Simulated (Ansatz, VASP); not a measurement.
Two plane-wave programs on SrTa2O2

```
Sr Ta O
1.0
    -2.73655    2.73655    2.87222
     2.73655   -2.73655    2.87222
     2.73655    2.73655   -2.87222
Sr Ta O
1 2 2
Direct
  0.00000 0.00000 0.00000
  0.50000 0.00000 0.50000
  0.00000 0.50000 0.50000
  0.64550 0.64550 0.00000
  0.35450 0.35450 0.00000
```

Alike in both runs: task single point; functional PBE; k mesh 4 × 4 × 4; occupations gaussian, width 0.1 eV; collinear spin.

```csv
,VASP,Ansatz
version,VASP 6.6.1,Ansatz 0.2.0
potentials or method,"VASP PAW PBE potentials, release 64 (Sr_sv, Ta_sv_GW, O), cutoff 700 eV","scalar-relativistic, plane waves, PAW"
valence electrons in the cell,48,48
```

```tsv
	VASP	Ansatz	Ansatz less VASP
gap on the k mesh at the Fermi level (eV)	none	none	-
pressure (GPa)	8.8	8.1	-0.69
traceless stress, the component that is largest in VASP (GPa)	3.20	1.83	-1.369
rms of the force components (eV/Å)	1.222	1.144	-0.0776
net moment per atom (μB)	0.21	0.20	-0.015
size of the moment on the site where the two differ most (μB)	0.32	0.26	-0.058
```

Site moments also hang on the region over which each program counts them. Atom by atom the forces differ by 0.078 eV/Å (rms over components). A gap of «none» marks a metal or a gap that the smearing closes. With one functional, cell and mesh, what is left measures potentials, basis and numerics.

The k mesh is coarse, so the values compare programs but aren't converged. Spin-orbit coupling is off throughout.
